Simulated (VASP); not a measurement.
Wanted: the native input for a VASP 6.6.1 run.

* Task: single point
* Functional: PBEsol
* Potentials or basis: VASP PAW PBE potentials, release 64 (Mo_sv, W_sv)
* Cutoff: 520 eV
* k mesh: 3 × 3 × 3
* Occupations: gaussian, width 0.05 eV
* Spin: no spin polarisation
* Dipole correction: no
* Further INCAR settings: LREAL = Auto; ALGO = Normal; EDIFF = 1e-06; NBANDS = 118

The structure of MoW14 (a cell with a defect) lies in POSCAR:

```
MoW14
1.0
    6.3200000000      0.0000000000      0.0000000000
    0.0000000000      6.3200000000      0.0000000000
    0.0000000000      0.0000000000      6.3200000000
Mo W
1 14
Direct
   -0.1233568038      0.1243003165      0.1241352848
    0.4936912975     -0.0041322785     -0.0035716772
    0.0044224684      0.5065446203     -0.0034675633
    0.0043629747     -0.0039925633      0.5069897152
    0.2580181962      0.2535585443      0.2540802215
    0.5043253165      0.4958878165      0.0013882911
    0.5044091772      0.0005903481      0.4964023734
   -0.0004756329      0.4959177215      0.4965343354
    0.2471912975      0.7535292722      0.2491620253
    0.2471860759      0.2485575949      0.7538957278
    0.5017397152      0.4986952532      0.4993183544
    0.7472169304      0.7429936709      0.2537784810
    0.7469670886      0.2534819620      0.7430811709
    0.2497153481      0.7505011076      0.7512238924
    0.7519390823      0.7534639241      0.7538412975
```

The input as run:

INCAR

```
  PREC = Accurate
  ENCUT = 520
  EDIFF = 1E-6
  ISMEAR = 0
  SIGMA = 0.05
  LREAL = Auto
  LASPH = True
  NELM = 100
  ALGO = Normal
  ISIF = 2
  LWAVE = False
  LCHARG = True
  GGA = PS
  LELF = True
  LVHAR = True
  NBANDS = 118
```

KPOINTS

```
Automatic mesh
0
Gamma
  3 3 3
```

Potentials or basis: VASP PAW PBE potentials, release 64 (Mo_sv, W_sv).

Command:

```console
$ cat potpaw_PBE.64/Mo_sv/POTCAR potpaw_PBE.64/W_sv/POTCAR > POTCAR
$ mpirun -np 1 vasp_std > vasp.out
```

It gave:

```
Pressure               : -7.4 GPa
Largest force          : 0.033 eV/Å
Band gap on the k mesh : zero (bands 105 and 106 overlap by 0.06 eV)
```

Caveat: the PAW data sets were made with another functional, which shifts forces and pressure a little; spin-orbit coupling is left out, which moves the levels of the heavy elements.

Run time: 15 min on 1 thread of Intel(R) Xeon(R) Platinum 8488C (Sapphire Rapids), with other jobs on the host, peak memory 0.46 GiB.
